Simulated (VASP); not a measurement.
## NbInS4: relaxation of cell and atoms with PBE

NbInS4:

```xyz
6
Lattice="4.5723 0.0000 0.0000 -2.2861 3.9597 0.0000 0.0000 0.0000 5.9147" Properties=species:S:1:pos:R:3 pbc="T T T"
Nb    0.0000    0.0000    0.0000
In    0.0000    0.0000    2.9574
S     0.0000    2.6398    1.2098
S     2.2861    1.3199    1.2098
S     2.2861    1.3199    4.7049
S     0.0000    2.6398    4.7049
```

The cell was generated, and may not be a known phase.

```
Program                : VASP 6.6.1
Task                   : relaxation of cell and atoms
Functional             : PBE
Potentials or basis    : VASP PAW PBE potentials, release 64 (Nb_sv, In_d, S)
Cutoff                 : 600 eV
k mesh                 : 6 × 6 × 4
Occupations            : gaussian, width 0.1 eV
Spin                   : no spin polarisation
Dipole correction      : no
Further INCAR settings : ALGO = Normal; EDIFF = 1e-06; IBRION = 2; EDIFFG = -0.04; NSW = 90; ISIF = 3
```

```yaml
Relaxed_volume: 18.15 Å³/atom
Relaxed_cell: a = 4.498 Å, b = 4.498 Å, c = 6.214 Å, α = 90.00°, β = 90.00°, γ = 120.00°
Space_group_after_relaxing_to_0.1_Å: P6/mmm (No. 191)
Energy_gained_by_relaxing: 18.6 meV/atom
Ionic_steps: 7
Pressure_after_relaxing: -0.1 GPa
Largest_force_after_relaxing: 0.038 eV/Å
Band_gap_on_the_k_mesh: zero (bands 25 and 26 overlap by 1.19 eV)
```

Forces on the atoms (eV/Å):
```
Nb   0.000  0.000  0.000
In   0.000  0.000  0.000
S    0.000  0.000 -0.038
S    0.000  0.000 -0.038
S    0.000  0.000  0.038
S    0.000  0.000  0.038
```

Stress tensor (GPa, compression positive):
```
-0.21  0.00  0.00
 0.00 -0.21  0.00
 0.00  0.00  0.19
```

Step by step:
| step | energy change (eV) | largest force (eV/Å) | pressure (GPa) | volume (Å³) |
| --- | --- | --- | --- | --- |
| 1 | 0.0000 | 0.0061 | -0.30 | 107.09 |
| 2 | -0.0686 | 0.2509 | 0.05 | 106.52 |
| 3 | -0.0692 | 0.2797 | 0.14 | 106.43 |
| 4 | -0.0692 | 0.2721 | 0.11 | 106.45 |
| 5 | -0.0823 | 0.2056 | 0.32 | 106.59 |
| 6 | -0.1035 | 0.0191 | 1.15 | 107.01 |
| 7 | -0.1115 | 0.0379 | -0.07 | 108.89 |

Final structure:
```yaml
crystal:
  lattice:
    - [4.49815, 0.00000, 0.00000]
    - [-2.24907, 3.89551, 0.00000]
    - [0.00000, 0.00000, 6.21445]
  atoms:
    - { symbol: Nb, position: [0.00000, 0.00000, 0.00000] }
    - { symbol: In, position: [0.00000, 0.00000, 0.50000] }
    - { symbol: S, position: [0.33333, 0.66667, 0.19395] }
    - { symbol: S, position: [0.66667, 0.33333, 0.19395] }
    - { symbol: S, position: [0.66667, 0.33333, 0.80605] }
    - { symbol: S, position: [0.33333, 0.66667, 0.80605] }
```

Levels at points of the mesh, in eV from the Fermi level:
```csv
k point,band 23,band 24,band 25,band 26,band 27,band 28
"(0.00, 0.00, 0.00)",-2.65,-2.25,-0.96,0.65,1.08,1.08
"(0.50, 0.00, 0.00)",-0.97,0.51,0.76,0.90,1.20,1.25
"(0.00, 0.00, 0.50)",-2.26,-2.26,-0.60,0.24,1.25,1.29
"(0.50, 0.00, 0.50)",-1.20,-1.11,-0.46,0.65,0.79,1.06
```

It took 11 min on 1 thread of AMD EPYC 7R13 (shared host), peak memory 0.29 GiB.

Caveat: spin-orbit coupling is left out, which moves the levels of the heavy elements.
